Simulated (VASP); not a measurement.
# SbW (P6_3/mmc) in VASP: notebook

The runs below take SbW through single point, with PBEsol.

Everything below comes from runs of VASP 6.6.1. Logs are shortened: lines on timing, memory, paths and dates and some standing lists are left out, and cuts for length are marked.

## 1. The cell of the first run

The structure is hexagonal, space group P6_3/mmc (No. 194). Conventional cell: a = 4.267 Å, b = 4.267 Å, c = 5.139 Å, α = 90.00°, β = 90.00°, γ = 120.00°. Within 3.4 Å of W (site symmetry -3m) lie 2 W at 2.57 Å and 6 Sb at 2.78 Å. Sb (site symmetry -6m2) has 6 W at 2.78 Å and 6 Sb at 3.56 Å within 3.7 Å.

## 2. Single point, PBEsol (20.26 Å³/atom)

Contents of INCAR:

```
SYSTEM = SbW
  PREC = Accurate
  ENCUT = 520
  EDIFF = 1E-6
  ISMEAR = 0
  SIGMA = 0.05
  LREAL = .False.
  LASPH = .True.
  NELM = 80
  ALGO = Normal
  ISIF = 2
  LWAVE = .False.
  LCHARG = .False.
  GGA = PS
  NBANDS = 27
```

Contents of KPOINTS:

```
Automatic mesh
0
Gamma
  10 10 6
  0 0 0
```

Contents of POSCAR:

```
SbW
1.0
    4.2665834305      0.0000000000      0.0000000000
   -2.1332917153      3.6949696382      0.0000000000
    0.0000000000      0.0000000000      5.1393311612
W Sb
2 2
Direct
    0.0000000000      0.0000000000      0.0000000000
    0.0000000000      0.0000000000      0.5000000000
    0.3333333333      0.6666666667      0.2500000000
    0.6666666667      0.3333333333      0.7500000000
```

Potentials or basis: VASP PAW PBE potentials, release 64 (W_sv, Sb).

Launch:

```sh
cat potpaw_PBE.64/W_sv/POTCAR potpaw_PBE.64/Sb/POTCAR > POTCAR
mpirun -np 1 vasp_std > vasp.out
```

OUTCAR:

```text
SYSTEM = SbW
   PREC = Accurate
   ENCUT = 520
   EDIFF = 1E-6
   ISMEAR = 0
   LREAL = .False.
   LASPH = .True.
   NELM = 80
   ISIF = 2
   GGA = PS

 ion  position               nearest neighbor table
   1  0.000  0.000  0.000-   2 2.57   2 2.57   4 2.78   3 2.78   4 2.78   3 2.78   4 2.78   3 2.78

   2  0.000  0.000  0.500-   1 2.57   1 2.57   4 2.78   3 2.78   4 2.78   3 2.78   4 2.78   3 2.78

   3  0.333  0.667  0.250-   1 2.78   2 2.78   1 2.78   2 2.78   1 2.78   2 2.78   4 3.56   4 3.56
                             4 3.56   4 3.56   4 3.56   4 3.56
   4  0.667  0.333  0.750-   1 2.78   2 2.78   1 2.78   2 2.78   1 2.78   2 2.78   3 3.56   3 3.56
                             3 3.56   3 3.56   3 3.56   3 3.56

  LATTYP: Found a hexagonal cell.
 ALAT       =     4.2665834305
 C/A-ratio  =     1.2045542399

  Lattice vectors:

 A1 = (   4.2665834305,   0.0000000000,   0.0000000000)
 A2 = (  -2.1332917153,   3.6949696382,   0.0000000000)
 A3 = (   0.0000000000,   0.0000000000,   5.1393311612)

Analysis of symmetry for initial positions (statically):
=====================================================================
 Subroutine PRICEL returns:
 Original cell was already a primitive cell.

 Routine SETGRP: Setting up the symmetry group for a
 hexagonal supercell.

 Subroutine GETGRP returns: Found 24 space group operations
 (whereof 12 operations were pure point group operations)
 out of a pool of 24 trial point group operations.

The static configuration has the point symmetry D_3d.
 The point group associated with its full space group is D_6h.

Analysis of symmetry for dynamics (positions and initial velocities):
=====================================================================
 Subroutine PRICEL returns:
 Original cell was already a primitive cell.

 Routine SETGRP: Setting up the symmetry group for a
 hexagonal supercell.

 Subroutine GETGRP returns: Found 24 space group operations
 (whereof 12 operations were pure point group operations)
 out of a pool of 24 trial point group operations.

The dynamic configuration has the point symmetry D_3d.
 The point group associated with its full space group is D_6h.

 Subroutine INISYM returns: Found 24 space group operations
 (whereof 12 operations are pure point group operations),
 and found     1 'primitive' translations

----------------------------------------------------------------------------------------

                                     Primitive cell

  volume of cell :      81.0210

  direct lattice vectors                    reciprocal lattice vectors
     4.266583430  0.000000000  0.000000000     0.234379572  0.135319109  0.000000000
    -2.133291715  3.694969638  0.000000000     0.000000000  0.270638218  0.000000000
     0.000000000  0.000000000  5.139331161     0.000000000  0.000000000  0.194577848

  length of vectors
     4.266583430  4.266583431  5.139331161     0.270638218  0.270638218  0.194577848

  position of ions in fractional coordinates (direct lattice)
     0.000000000  0.000000000  0.000000000
     0.000000000  0.000000000  0.500000000
     0.333333333  0.666666667  0.250000000
     0.666666667  0.333333333  0.750000000

  ion indices of the primitive-cell ions
   primitive index   ion index
                 1           1
                 2           2
                 3           3
                 4           4

----------------------------------------------------------------------------------------

 KPOINTS: Automatic mesh

Automatic generation of k-mesh.
 Grid dimensions read from file:
 generate k-points for:   10   10    6

 Generating k-lattice:

  Cartesian coordinates                     Fractional coordinates (reciprocal lattice)
     0.023437957  0.013531911  0.000000000     0.100000000 -0.000000000  0.000000000
     0.000000000  0.027063822  0.000000000     0.000000000  0.100000000  0.000000000
     0.000000000  0.000000000  0.032429641     0.000000000  0.000000000  0.166666667

  Length of vectors
     0.027063822  0.027063822  0.032429641

  Shift w.r.t. Gamma in fractional coordinates (k-lattice)
     0.000000000  0.000000000  0.000000000

 Subroutine IBZKPT returns following result:
 ===========================================

 Found     56 irreducible k-points:

 Following reciprocal coordinates:
            Coordinates               Weight
  0.000000  0.000000  0.000000      1.000000
  0.100000  0.000000  0.000000      6.000000
  0.200000  0.000000  0.000000      6.000000
  0.300000  0.000000  0.000000      6.000000
  0.400000  0.000000  0.000000      6.000000
  0.500000  0.000000  0.000000      3.000000
[... 16 lines left out ...]
  0.300000  0.100000  0.166667     24.000000
  0.400000  0.100000  0.166667     24.000000
 [... further k-points ...]
   k-points           NKPTS =     56   k-points in BZ     NKDIM =     56   number of bands    NBANDS=     27
   number of dos      NEDOS =    301   number of ions     NIONS =      4
   total plane-waves  NPLWV =  40960
   dimension x,y,z NGX =    32 NGY =   32 NGZ =   40
   dimension x,y,z NGXF=    64 NGYF=   64 NGZF=   80
   ions per type =               2   2
   NGX,Y,Z   is equivalent  to a cutoff of  12.47, 12.47, 12.94 a.u.
   NGXF,Y,Z  is equivalent  to a cutoff of  24.94, 24.94, 25.88 a.u.
 SYSTEM =  SbW
   PREC   = accura    normal or accurate (medium, high low for compatibility)
   ISTART =      0    job   : 0-new  1-cont  2-samecut
   ICHARG =      2    charge: 1-file 2-atom 10-const
   ISPIN  =      1    spin polarized calculation?
   LNONCOLLINEAR =      F non collinear calculations
   LSORBIT =      F    spin-orbit coupling
   LASPH  =      T    aspherical Exc in radial PAW
   ENCUT  =  520.0 eV  38.22 Ry    6.18 a.u.   7.93  7.93  9.56*2*pi/ulx,y,z
   NELM   =     80;   NELMIN=  2; NELMDL= -5     # of ELM steps
   EDIFF  = 0.1E-05   stopping-criterion for ELM
   LREAL  =      F    real-space projection
   EDIFFG = 0.1E-04   stopping-criterion for IOM
   NSW    =      0    number of steps for IOM
   IBRION =     -1    ionic relax: 0-MD 1-quasi-New 2-CG
   NFREE  =      0    steps in history (QN), initial steepest desc. (CG)
   ISIF   =      2    stress and relaxation
   ISYM   =      2    0-nonsym 1-usesym 2-fastsym
   POTIM  = 0.5000    time-step for ionic-motion
   TEBEG  =    0.0;   TEEND  =   0.0 temperature during run
   PSTRESS=    0.0 pullay stress
   NELECT =      38.0000    total number of electrons
   NUPDOWN=      -1.0000    fix difference up-down
   EMIN   =  10.00;   EMAX   =-10.00  energy-range for DOS
   EFERMI =   0.00;   METHOD = LEGACY
   ISMEAR =     0;   SIGMA  =   0.05  broadening in eV -4-tet -1-fermi 0-gaus
   EFERMI_NEDOS =   21; number of points for ismear=-14 and -15
   IALGO  =     38    algorithm
   IMIX   =      4    mixing-type and parameters
     AMIX     =   0.40;   BMIX     =  1.00
     AMIX_MAG =   1.60;   BMIX_MAG =  1.00
  volume/ion in A,a.u.               =      20.26       136.69
  Fermi-wavevector in a.u.,A,eV,Ry     =   1.271950  2.403637 22.012287  1.617857
  Thomas-Fermi vector in A             =   2.404855
   LORBIT       =      0    0 simple, 1 ext, 2 COOP (PROOUT), +10 PAW based schemes
   GGA     = PS    functional components
   LHFCALC =     F    Hartree Fock is set to
   AEXX    =    0.0000 exact exchange contribution
   IVDW    =     0    specifies the selected vdW correction
   LEPSILON=     F    determine dielectric tensor
   LRPA    =     F    only Hartree local field effects (RPA)
 non-spin polarized calculation
 Gauss-broadening in eV      SIGMA  =   0.05
  energy-cutoff  :      520.00
  volume of cell :       81.02
 maximum number of plane-waves:      2196
 NGX is ok and might be reduce to    32
   NGX = 15   NGY = 15   NGZ = 19

 number of electron      38.0000003 magnetization

 Free energy of the ion-electron system (eV)
  ---------------------------------------------------
  ext. energy  EPLUGINS =         0.00000000
  ---------------------------------------------------
  free energy    TOTEN  =       -34.27809115 eV

  energy without entropy =      -34.27425521  energy(sigma->0) =      -34.27617318

 E-fermi :   9.7340     XC(G=0): -11.7992

 val. band max:        9.7281868670   @ k =   0.5000   0.0000   0.5000
 cond. band min:       9.7449120734   @ k =   0.2000   0.0000   0.0000
 fundamental gap:      0.0167252064
 Fermi energy:         9.7339914143

 k-point     1 :       0.0000    0.0000    0.0000
  band No.  band energies     occupation
      1     -63.8880      2.00000
      2     -63.7587      2.00000
      3     -28.8987      2.00000
      4     -28.2150      2.00000
      5     -28.2150      2.00000
      6     -28.0253      2.00000
[... 19 lines left out ...]
     26      15.4966      0.00000
     27      15.6704      0.00000

 k-point     2 :       0.1000    0.0000    0.0000
  band No.  band energies     occupation
      1     -63.8880      2.00000
      2     -63.7587      2.00000
      3     -28.8983      2.00000
      4     -28.2171      2.00000
      5     -28.2156      2.00000
      6     -28.0265      2.00000
[... 19 lines left out ...]
     26      15.1459      0.00000
     27      16.2080      0.00000

 k-point     3 :       0.2000    0.0000    0.0000
  band No.  band energies     occupation
      1     -63.8879      2.00000
      2     -63.7586      2.00000
      3     -28.8971      2.00000
      4     -28.2226      2.00000
      5     -28.2171      2.00000
      6     -28.0295      2.00000
[... 19 lines left out ...]
     26      14.8925      0.00000
     27      14.9778      0.00000

 k-point     4 :       0.3000    0.0000    0.0000
  band No.  band energies     occupation
      1     -63.8878      2.00000
      2     -63.7586      2.00000
      3     -28.8957      2.00000
      4     -28.2293      2.00000
      5     -28.2189      2.00000
      6     -28.0333      2.00000
[... 19 lines left out ...]
     26      15.3460      0.00000
     27      15.4094      0.00000
[... 516 lines left out ...]
      4     -28.2137      2.00000
      5     -28.2061      2.00000
      6     -28.0450      2.00000
[... 19 lines left out ...]
     26      14.5905      0.00000
     27      15.8094      0.00000

 k-point    23 :       0.3000    0.1000    0.1667
  band No.  band energies     occupation
      1     -63.8792      2.00000
      2     -63.7673      2.00000
      3     -28.7990      2.00000
      4     -28.2192      2.00000
      5     -28.2081      2.00000
      6     -28.0483      2.00000
[... 19 lines left out ...]
     26      14.9857      0.00000
     27      16.1477      0.00000

 k-point    24 :       0.4000    0.1000    0.1667
  band No.  band energies     occupation
      1     -63.8791      2.00000
      2     -63.7672      2.00000
      3     -28.7983      2.00000
      4     -28.2226      2.00000
      5     -28.2093      2.00000
      6     -28.0504      2.00000
[... 19 lines left out ...]
     26      15.0463      0.00000
     27      16.5089      0.00000

 [... further k-points ...]

------------------------ aborting loop because EDIFF is reached ----------------------------------------

  FORCE on cell =-STRESS in cart. coord.  units (eV):
  Direction    XX          YY          ZZ          XY          YZ          ZX
  --------------------------------------------------------------------------------------
  -------------------------------------------------------------------------------------
  Total        3.5196331      3.5196331      3.6794202     -0.0000000     -0.0000000      0.0000000
  in kB       69.6001638     69.6001638     72.7599263     -0.0000000     -0.0000000      0.0000000
  external PRESSURE =      70.6534180 kB  Pullay stress =       0.0000000 kB

 VOLUME and BASIS-vectors are now :
 -----------------------------------------------------------------------------
  energy-cutoff  :      520.00
  volume of cell :       81.02
      direct lattice vectors                 reciprocal lattice vectors
     4.266583430  0.000000000  0.000000000     0.234379572  0.135319109  0.000000000
    -2.133291715  3.694969638  0.000000000     0.000000000  0.270638218  0.000000000
     0.000000000  0.000000000  5.139331161     0.000000000  0.000000000  0.194577848

 POSITION                                       TOTAL-FORCE (eV/Angst)
 -----------------------------------------------------------------------------------
      0.00000      0.00000      0.00000        -0.000000      0.000000     -0.000000
      0.00000      0.00000      2.56967        -0.000000      0.000000     -0.000000
     -0.00000      2.46331      1.28483         0.000000     -0.000000      0.000000
      2.13329      1.23166      3.85450        -0.000000     -0.000000     -0.000000
 -----------------------------------------------------------------------------------
    total drift:                                0.000000     -0.000000      0.000000

  FREE ENERGIE OF THE ION-ELECTRON SYSTEM (eV)
  ---------------------------------------------------
  free  energy   TOTEN  =       -34.2780911526 eV

  energy  without entropy=      -34.2742552058  energy(sigma->0) =      -34.27617318
```

It took 89 s on 1 thread of Intel Xeon Platinum 8559C (Emerald Rapids), shared host; peak memory 0.25 GiB.

Results:

| Property | Result |
| --- | --- |
| Free energy | -34.2781 eV |
| Pressure | 7.1 GPa |
| Band gap on the k mesh | zero (bands 19 and 20 overlap by 1.61 eV) |

Stress tensor (GPa, compression positive):
```
6.96 0.00 0.00
0.00 6.96 0.00
0.00 0.00 7.28
```

Caveat: the cell stands under pressure; the PAW data sets were made with another functional, which shifts forces and pressure a little; spin-orbit coupling is left out, which moves the levels of the heavy elements.

## 3. Single point, PBEsol (20.68 Å³/atom)

This run uses another cell than the first one, of 20.68 Å³/atom.

Contents of INCAR:

```
SYSTEM = SbW
  PREC = Accurate
  ENCUT = 520
  EDIFF = 1E-6
  ISMEAR = 0
  SIGMA = 0.05
  LREAL = .FALSE.
  LASPH = .TRUE.
  NELM = 80
  ALGO = Normal
  ISIF = 2
  LWAVE = .FALSE.
  LCHARG = .TRUE.
  GGA = PS
  LELF = .TRUE.
  LVHAR = .TRUE.
  NBANDS = 27
```

Contents of KPOINTS:

```
Automatic mesh
0
G
  10 10 6
  0 0 0
```

Contents of POSCAR:

```
SbW
1.0
    4.3051014716      0.0000000000      0.0000000000
   -2.1525507358      3.7283272403      0.0000000000
    0.0000000000      0.0000000000      5.1529407165
W Sb
2 2
Direct
    0.0000000000      0.0000000000      0.0000000000
    0.0000000000      0.0000000000      0.5000000000
    0.3333333333      0.6666666667      0.2500000000
    0.6666666667      0.3333333333      0.7500000000
```

Potentials or basis: VASP PAW PBE potentials, release 64 (W_sv, Sb).

Launch:

```sh
cat potpaw_PBE.64/W_sv/POTCAR potpaw_PBE.64/Sb/POTCAR > POTCAR
mpirun -np 1 vasp_std > vasp.out
```

OUTCAR:

```text
SYSTEM = SbW
   PREC = Accurate
   ENCUT = 520
   EDIFF = 1E-6
   ISMEAR = 0
   LREAL = .FALSE.
   LASPH = .TRUE.
   NELM = 80
   ISIF = 2
   GGA = PS

 ion  position               nearest neighbor table
   1  0.000  0.000  0.000-   2 2.58   2 2.58   4 2.80   3 2.80   4 2.80   3 2.80   4 2.80   3 2.80

   2  0.000  0.000  0.500-   1 2.58   1 2.58   4 2.80   3 2.80   4 2.80   3 2.80   4 2.80   3 2.80

   3  0.333  0.667  0.250-   1 2.80   2 2.80   1 2.80   2 2.80   1 2.80   2 2.80   4 3.58   4 3.58
                             4 3.58   4 3.58   4 3.58   4 3.58
   4  0.667  0.333  0.750-   1 2.80   2 2.80   1 2.80   2 2.80   1 2.80   2 2.80   3 3.58   3 3.58
                             3 3.58   3 3.58   3 3.58   3 3.58
[... 925 lines left out ...]
  -------------------------------------------------------------------------------------
  Total        1.7576522      1.7576522      1.9099974      0.0000000      0.0000000      0.0000000
  in kB       34.0479489     34.0479489     36.9990691      0.0000000      0.0000000      0.0000000
  external PRESSURE =      35.0316556 kB  Pullay stress =       0.0000000 kB

 VOLUME and BASIS-vectors are now :
 -----------------------------------------------------------------------------
  energy-cutoff  :      520.00
  volume of cell :       82.71
      direct lattice vectors                 reciprocal lattice vectors
     4.305101472  0.000000000  0.000000000     0.232282562  0.134108400  0.000000000
    -2.152550736  3.728327240  0.000000000     0.000000000  0.268216800  0.000000000
     0.000000000  0.000000000  5.152940716     0.000000000  0.000000000  0.194063944

 POSITION                                       TOTAL-FORCE (eV/Angst)
 -----------------------------------------------------------------------------------
      0.00000      0.00000      0.00000        -0.000000      0.000000     -0.000000
      0.00000      0.00000      2.57647        -0.000000      0.000000     -0.000000
     -0.00000      2.48555      1.28824        -0.000000      0.000000      0.000000
      2.15255      1.24278      3.86471         0.000000     -0.000000      0.000000
 -----------------------------------------------------------------------------------
    total drift:                                0.000000     -0.000000      0.000000

  FREE ENERGIE OF THE ION-ELECTRON SYSTEM (eV)
  ---------------------------------------------------
  free  energy   TOTEN  =       -34.3331473393 eV

  energy  without entropy=      -34.3294426207  energy(sigma->0) =      -34.33129498
```

It took 76 s on 1 thread of Intel Xeon Platinum 8559C (Emerald Rapids), shared host; peak memory 0.25 GiB.

What came out:

- Free energy: -34.3331 eV
- Pressure: 3.5 GPa
- Band gap on the k mesh: zero (bands 19 and 20 overlap by 1.56 eV)

Caveat: the cell stands under pressure; the PAW data sets were made with another functional, which shifts forces and pressure a little; spin-orbit coupling is left out, which moves the levels of the heavy elements.

[end of part 1 of 2]

The gap in the log of VASP goes by the Fermi energy; the results here count the filled bands.